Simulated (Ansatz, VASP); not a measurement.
## MgC2: VASP beside Ansatz

```xyz
6
Lattice="3.9508 0.0000 0.0000 0.0000 3.9508 0.0000 0.0000 0.0000 4.9871" Properties=species:S:1:pos:R:3 pbc="T T T"
Mg    0.0000    0.0000    2.4935
Mg    1.9754    1.9754    0.0000
C     1.5315    2.4192    2.4935
C     2.4192    1.5315    2.4935
C     3.5069    3.5069    0.0000
C     0.4439    0.4439    0.0000
```

Alike in both runs: task single point; functional PBE; k mesh 7 × 7 × 6; occupations gaussian, width 0.1 eV; no spin polarisation.

|  | VASP | Ansatz |
| --- | --- | --- |
| version | VASP 6.6.1 | Ansatz 0.2.0 |
| potentials or method | VASP PAW PBE potentials, release 64 (Mg, C) | Ansatz PAW |
| plane-wave cutoff (eV) | 520 | 420 |
| valence electrons in the cell | 20 | 36 |

Ansatz gave:

```
gap on the k mesh at the Fermi level (eV)                     : 2.59
least direct gap on the mesh (eV)                             : 2.95
pressure (GPa)                                                : -0.3
traceless stress, the component that is largest in VASP (GPa) : 0.30
rms of the force components (eV/Å)                            : 0.054
```

Question: What did VASP give for the same quantities?

Answer: gap on the k mesh at the Fermi level (eV): 2.59; least direct gap on the mesh (eV): 2.96; pressure (GPa): -0.4; traceless stress, the component that is largest in VASP (GPa): 0.11; rms of the force components (eV/Å): 0.008.

Atom by atom the forces differ by 0.062 eV/Å (rms over components). VASP's potentials hold 20 valence electrons a cell and Ansatz's 36, so a difference there can come from the potentials and not from the codes.

Noted on Ansatz's run: odd divisions of the mesh miss points on the zone boundary, where band edges often lie, so the gap on the mesh can be too wide.
